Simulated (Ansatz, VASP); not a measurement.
## Ti: VASP beside Ansatz

INCAR

```
ALGO = Normal
EDIFF = 1E-8
ENCUT = 520
GGA = PE
ISIF = 2
ISMEAR = -1
LASPH = True
LCHARG = False
LEFG = True
LREAL = False
LWAVE = False
NBANDS = 12
NELM = 100
PREC = Accurate
SIGMA = 0.05
```

Contents of KPOINTS:

```
k-points
0
Gamma
  14 14 14
```

Contents of POSCAR:

```
Ti
1.0
    0.0000000000      2.0300000000      2.0300000000
    2.0300000000      0.0000000000      2.0300000000
    2.0300000000      2.0300000000      0.0000000000
Ti
1
Direct
    0.0000000000      0.0000000000      0.0000000000
```

Input for Ansatz:

```yaml
crystal:
  lattice:
    - [0.0, 2.03, 2.03]
    - [2.03, 0.0, 2.03]
    - [2.03, 2.03, 0.0]
  atoms:
    - { symbol: Ti, position: [0.0, 0.0, 0.0] }
kpoints:
  mp_grid: { grid: [14, 14, 14] }
  band_path:
    path:
      - [0.0, 0.0, 0.0]
      - [0.5, 0.0, 0.5]
      - [0.625, 0.25, 0.625]
      - [0.375, 0.375, 0.75]
      - [0.0, 0.0, 0.0]
      - [0.5, 0.5, 0.5]
      - [0.5, 0.25, 0.75]
      - [0.5, 0.0, 0.5]
    npoints: 8
scf:
  occupations: { method: fermi_dirac, width: 0.05 }
hamiltonian:
  xc: pbe
  pseudopotentials: { kind: paw }
output:
  forces: true
  stress: true
  eigenvalues: true
  efg: { contact_densities: true }
  populations: true
  bader: true
  dos: { projected: true, de: 0.2, e_range: [-14, 8] }
```

Alike in both runs: task electric field gradients; functional PBE; k mesh 14 × 14 × 14; occupations fermi-dirac, width 0.05 eV; no spin polarisation.

|  | VASP | Ansatz |
| --- | --- | --- |
| version | VASP 6.6.1 | Ansatz 0.2.0 |
| potentials or method | VASP PAW PBE potentials, release 64 (Ti_sv) | PAW with Ansatz's default frozen-core files, scalar-relativistic |
| plane-wave cutoff (eV) | 520 | 420 |
| valence electrons in the cell | 12 | 12 |

```csv
,VASP,Ansatz,Ansatz less VASP
pressure (GPa),4.1,4.4,+0.32
```
